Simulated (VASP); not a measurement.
# K (Pm-3m) in VASP: a series of runs, part 2 of 2

VASP 6.6.1.

### Step 3. Single point, PBEsol (volume scaled by 0.45)

Contents of INCAR:

```
PREC = Accurate
ENCUT = 520
EDIFF = 1E-6
ISMEAR = -1
SIGMA = 0.1
LREAL = F
LASPH = T
NELM = 100
ALGO = Normal
ISIF = 2
LWAVE = F
LCHARG = F
GGA = PS
NBANDS = 10
```

Contents of KPOINTS:

```
Automatic mesh
0
Gamma
  9 9 9
```

Contents of POSCAR:

```
K
1.0
    3.2605331784      0.0000000000      0.0000000000
    0.0000000000      3.2605331784      0.0000000000
    0.0000000000      0.0000000000      3.2605331784
K
1
Direct
    0.0000000000      0.0000000000      0.0000000000
```

Potentials or basis: VASP PAW PBE potentials, release 64 (K_sv).

The run is started by

```console
> cat potpaw_PBE.64/K_sv/POTCAR > POTCAR
> mpirun -np 1 vasp_std > vasp.out
```

OUTCAR:

```text
PREC = Accurate
   ENCUT = 520
   EDIFF = 1E-6
   ISMEAR = -1
   LREAL = F
   LASPH = T
   NELM = 100
   ISIF = 2
   GGA = PS

 ion  position               nearest neighbor table
   1  0.000  0.000  0.000-

  LATTYP: Found a simple cubic cell.
 ALAT       =     3.2605331784

  Lattice vectors:

 A1 = (   3.2605331784,   0.0000000000,   0.0000000000)
 A2 = (   0.0000000000,   3.2605331784,   0.0000000000)
 A3 = (   0.0000000000,   0.0000000000,   3.2605331784)

Analysis of symmetry for initial positions (statically):
=====================================================================
 Subroutine PRICEL returns:
 Original cell was already a primitive cell.

 Routine SETGRP: Setting up the symmetry group for a
 simple cubic supercell.

 Subroutine GETGRP returns: Found 48 space group operations
 (whereof 48 operations were pure point group operations)
 out of a pool of 48 trial point group operations.

The static configuration has the point symmetry O_h .

Analysis of symmetry for dynamics (positions and initial velocities):
=====================================================================
 Subroutine PRICEL returns:
 Original cell was already a primitive cell.

 Routine SETGRP: Setting up the symmetry group for a
 simple cubic supercell.

 Subroutine GETGRP returns: Found 48 space group operations
 (whereof 48 operations were pure point group operations)
 out of a pool of 48 trial point group operations.

The dynamic configuration has the point symmetry O_h .

 Subroutine INISYM returns: Found 48 space group operations
 (whereof 48 operations are pure point group operations),
 and found     1 'primitive' translations

----------------------------------------------------------------------------------------

                                     Primitive cell

  volume of cell :      34.6630

  direct lattice vectors                    reciprocal lattice vectors
     3.260533178  0.000000000  0.000000000     0.306698305  0.000000000  0.000000000
     0.000000000  3.260533178  0.000000000     0.000000000  0.306698305  0.000000000
     0.000000000  0.000000000  3.260533178     0.000000000  0.000000000  0.306698305

  length of vectors
     3.260533178  3.260533178  3.260533178     0.306698305  0.306698305  0.306698305

  position of ions in fractional coordinates (direct lattice)
     0.000000000  0.000000000  0.000000000

  ion indices of the primitive-cell ions
   primitive index   ion index
                 1           1

----------------------------------------------------------------------------------------

 KPOINTS: Automatic mesh

Automatic generation of k-mesh.
 Grid dimensions read from file:
 generate k-points for:    9    9    9

 Generating k-lattice:

  Cartesian coordinates                     Fractional coordinates (reciprocal lattice)
     0.034077589  0.000000000  0.000000000     0.111111111  0.000000000  0.000000000
     0.000000000  0.034077589  0.000000000     0.000000000  0.111111111  0.000000000
     0.000000000  0.000000000  0.034077589     0.000000000  0.000000000  0.111111111

  Length of vectors
     0.034077589  0.034077589  0.034077589

  Shift w.r.t. Gamma in fractional coordinates (k-lattice)
     0.000000000  0.000000000  0.000000000

 Subroutine IBZKPT returns following result:
 ===========================================

 Found     35 irreducible k-points:

 Following reciprocal coordinates:
            Coordinates               Weight
  0.000000  0.000000  0.000000      1.000000
  0.111111  0.000000  0.000000      6.000000
  0.222222  0.000000  0.000000      6.000000
  0.333333  0.000000  0.000000      6.000000
  0.444444  0.000000  0.000000      6.000000
  0.111111  0.111111  0.000000     12.000000
[... 16 lines left out ...]
  0.333333  0.333333  0.111111     24.000000
  0.444444  0.333333  0.111111     48.000000
 [... further k-points ...]
   k-points           NKPTS =     35   k-points in BZ     NKDIM =     35   number of bands    NBANDS=     10
   number of dos      NEDOS =    301   number of ions     NIONS =      1
   total plane-waves  NPLWV =  13824
   dimension x,y,z NGX =    24 NGY =   24 NGZ =   24
   dimension x,y,z NGXF=    48 NGYF=   48 NGZF=   48
   ions per type =               1
   NGX,Y,Z   is equivalent  to a cutoff of  12.24, 12.24, 12.24 a.u.
   NGXF,Y,Z  is equivalent  to a cutoff of  24.47, 24.47, 24.47 a.u.
 SYSTEM =  unknown system
   PREC   = accura    normal or accurate (medium, high low for compatibility)
   ISTART =      0    job   : 0-new  1-cont  2-samecut
   ICHARG =      2    charge: 1-file 2-atom 10-const
   ISPIN  =      1    spin polarized calculation?
   LNONCOLLINEAR =      F non collinear calculations
   LSORBIT =      F    spin-orbit coupling
   LASPH  =      T    aspherical Exc in radial PAW
   ENCUT  =  520.0 eV  38.22 Ry    6.18 a.u.   6.06  6.06  6.06*2*pi/ulx,y,z
   NELM   =    100;   NELMIN=  2; NELMDL= -5     # of ELM steps
   EDIFF  = 0.1E-05   stopping-criterion for ELM
   LREAL  =      F    real-space projection
   EDIFFG = 0.1E-04   stopping-criterion for IOM
   NSW    =      0    number of steps for IOM
   IBRION =     -1    ionic relax: 0-MD 1-quasi-New 2-CG
   NFREE  =      0    steps in history (QN), initial steepest desc. (CG)
   ISIF   =      2    stress and relaxation
   ISYM   =      2    0-nonsym 1-usesym 2-fastsym
   POTIM  = 0.5000    time-step for ionic-motion
   TEBEG  =    0.0;   TEEND  =   0.0 temperature during run
   PSTRESS=    0.0 pullay stress
   NELECT =       9.0000    total number of electrons
   NUPDOWN=      -1.0000    fix difference up-down
   EMIN   =  10.00;   EMAX   =-10.00  energy-range for DOS
   EFERMI =   0.00;   METHOD = LEGACY
   ISMEAR =    -1;   SIGMA  =   0.10  broadening in eV -4-tet -1-fermi 0-gaus
   EFERMI_NEDOS =   21; number of points for ismear=-14 and -15
   IALGO  =     38    algorithm
   IMIX   =      4    mixing-type and parameters
     AMIX     =   0.40;   BMIX     =  1.00
     AMIX_MAG =   1.60;   BMIX_MAG =  1.00
  volume/ion in A,a.u.               =      34.66       233.92
  Fermi-wavevector in a.u.,A,eV,Ry     =   1.044400  1.973631 14.840858  1.090772
  Thomas-Fermi vector in A             =   2.179151
   LORBIT       =      0    0 simple, 1 ext, 2 COOP (PROOUT), +10 PAW based schemes
   GGA     = PS    functional components
   LHFCALC =     F    Hartree Fock is set to
   AEXX    =    0.0000 exact exchange contribution
   IVDW    =     0    specifies the selected vdW correction
   LEPSILON=     F    determine dielectric tensor
   LRPA    =     F    only Hartree local field effects (RPA)
 non-spin polarized calculation
  energy-cutoff  :      520.00
  volume of cell :       34.66
 maximum number of plane-waves:       947
   NGX = 13   NGY = 13   NGZ = 13

 number of electron       9.0000003 magnetization

 Free energy of the ion-electron system (eV)
  ---------------------------------------------------
  ext. energy  EPLUGINS =         0.00000000
  ---------------------------------------------------
  free energy    TOTEN  =        -0.37338499 eV

  energy without entropy =       -0.32979383  energy(sigma->0) =       -0.35158941

 E-fermi :   2.2061     XC(G=0):  -7.9800

 val. band max:        2.1163194800   @ k =   0.3333   0.3333   0.1111
 cond. band min:       2.2325678872   @ k =   0.4444   0.1111   0.0000
 fundamental gap:      0.1162484072
 Fermi energy:         2.2060522261

 k-point     1 :       0.0000    0.0000    0.0000
  band No.  band energies     occupation
      1     -30.1447      2.00000
      2     -13.2389      2.00000
      3     -13.2389      2.00000
      4     -13.2389      2.00000
      5      -0.9365      2.00000
      6       4.6963      0.00000
      7       4.6963      0.00000
      8      10.5345      0.00000
      9      10.5345      0.00000
     10      10.5345      0.00000

 k-point     2 :       0.1111    0.0000    0.0000
  band No.  band energies     occupation
      1     -30.1316      2.00000
      2     -13.3604      2.00000
      3     -13.2285      2.00000
      4     -13.2285      2.00000
      5      -0.6969      2.00000
      6       4.7892      0.00000
      7       4.8158      0.00000
      8       9.9691      0.00000
      9       9.9691      0.00000
     10      10.5663      0.00000
[... 274 lines left out ...]
 k-point    24 :       0.4444    0.3333    0.1111
  band No.  band energies     occupation
      1     -29.9432      2.00000
      2     -14.0207      2.00000
      3     -13.8022      2.00000
      4     -13.1927      2.00000
      5       2.3744      0.31325
      6       4.6919      0.00000
      7       6.1798      0.00000
      8       6.8544      0.00000
      9       8.7816      0.00000
     10       8.9519      0.00000

 [... further k-points ...]
[... 5 lines left out ...]
  --------------------------------------------------------------------------------------
  -------------------------------------------------------------------------------------
  Total        1.9121597      1.9121597      1.9121597      0.0000000     -0.0000000      0.0000000
  in kB       88.3830285     88.3830285     88.3830285      0.0000000     -0.0000000      0.0000000
  external PRESSURE =      88.3830285 kB  Pullay stress =       0.0000000 kB

 VOLUME and BASIS-vectors are now :
 -----------------------------------------------------------------------------
  energy-cutoff  :      520.00
  volume of cell :       34.66
      direct lattice vectors                 reciprocal lattice vectors
     3.260533178  0.000000000  0.000000000     0.306698305  0.000000000  0.000000000
     0.000000000  3.260533178  0.000000000     0.000000000  0.306698305  0.000000000
     0.000000000  0.000000000  3.260533178     0.000000000  0.000000000  0.306698305

 POSITION                                       TOTAL-FORCE (eV/Angst)
 -----------------------------------------------------------------------------------
      0.00000      0.00000      0.00000         0.000000      0.000000      0.000000
 -----------------------------------------------------------------------------------
    total drift:                                0.000000      0.000000      0.000000

  FREE ENERGIE OF THE ION-ELECTRON SYSTEM (eV)
  ---------------------------------------------------
  free  energy   TOTEN  =        -0.3733849903 eV

  energy  without entropy=       -0.3297938316  energy(sigma->0) =       -0.35158941
```

OSZICAR:

```text
N       E                     dE             d eps       ncg     rms          rms(c)
DAV:   1     0.520057344816E+02    0.52006E+02   -0.41534E+03   700   0.776E+02
DAV:   2     0.119418366340E+01   -0.50812E+02   -0.49741E+02   756   0.214E+02
DAV:   3    -0.353687476582E+00   -0.15479E+01   -0.15384E+01   988   0.296E+01
DAV:   4    -0.395873112245E+00   -0.42186E-01   -0.41925E-01   910   0.431E+00
DAV:   5    -0.398540501541E+00   -0.26674E-02   -0.26668E-02   974   0.720E-01    0.526E+00
DAV:   6    -0.378665285608E+00    0.19875E-01   -0.30177E-02   780   0.140E+00    0.351E+00
DAV:   7    -0.374069524340E+00    0.45958E-02   -0.42052E-02   780   0.148E+00    0.381E-01
DAV:   8    -0.373397664953E+00    0.67186E-03   -0.58400E-03   804   0.816E-01    0.124E-01
DAV:   9    -0.373398498021E+00   -0.83307E-06   -0.41250E-05   828   0.606E-02    0.101E-01
DAV:  10    -0.373385984028E+00    0.12514E-04   -0.33141E-05   860   0.516E-02    0.363E-02
DAV:  11    -0.373384990349E+00    0.99368E-06   -0.42989E-06  1040   0.168E-02
   1 F= -.37338499E+00 E0= -.35158941E+00  d E =-.435912E-01
```

stdout:

```text
POSCAR found type information on POSCAR K
 POSCAR found :  1 types and       1 ions
 scaLAPACK will be used
 -----------------------------------------------------------------------------
|                                                                             |
|                                                                             |
|     You enforced a specific xc type in the INCAR file but a different       |
|     I HOPE YOU KNOW WHAT YOU ARE DOING!                                     |
|                                                                             |
 -----------------------------------------------------------------------------

 LDA part: xc-table for (Slater+PW92), standard interpolation
 POSCAR, INCAR and KPOINTS ok, starting setup
 FFT: planning ... GRIDC
 FFT: planning ... GRID_SOFT
 FFT: planning ... GRID
 WAVECAR not read
 entering main loop
```

Wall time 4.5 s (1 thread of Intel Xeon 6975P-C (Granite Rapids), shared host); peak memory 0.14 GiB.

Results:

| Property | Result |
| --- | --- |
| Free energy | -0.3734 eV |
| Pressure | 8.8 GPa |

Levels at points of the mesh, in eV from the Fermi level:
```
           k point  band 1  band 2  band 3  band 4  band 5  band 6  band 7  band 8  band 9  band 10
(0.00, 0.00, 0.00)  -32.35  -15.44  -15.44  -15.44   -3.14    2.49    2.49    8.33    8.33     8.33
```

Caveat: the PAW data sets were made with another functional, which shifts forces and pressure a little.

### Step 4. Single point, PBEsol (volume scaled by 0.45)

Contents of INCAR:

```
SYSTEM = K
PREC = Accurate
ENCUT = 520
EDIFF = 1E-7
ISMEAR = -1
SIGMA = 0.1
LREAL = .False.
LASPH = .True.
NELM = 100
ALGO = Normal
ISIF = 2
LWAVE = .False.
LCHARG = .False.
GGA = PS
NBANDS = 10
```

Contents of KPOINTS:

```
regular mesh
0
Gamma
  9 9 9
  0 0 0
```

POSCAR is that of step 3.

The run is started by

```console
> cat potpaw_PBE.64/K_sv/POTCAR > POTCAR
> mpirun -np 1 vasp_std > vasp.out
```

It took 4.2 s on 1 thread of Intel Xeon 6975P-C (Granite Rapids), shared host; peak memory 0.13 GiB.

Results (log left out):

- Free energy: -0.3734 eV
- Pressure: 8.8 GPa

Levels at points of the mesh, in eV from the Fermi level:
```
           k point  band 1  band 2  band 3  band 4  band 5  band 6  band 7  band 8  band 9  band 10
(0.00, 0.00, 0.00)  -32.35  -15.44  -15.44  -15.44   -3.14    2.49    2.49    8.33    8.33     8.33
```

Caveat: the PAW data sets were made with another functional, which shifts forces and pressure a little.
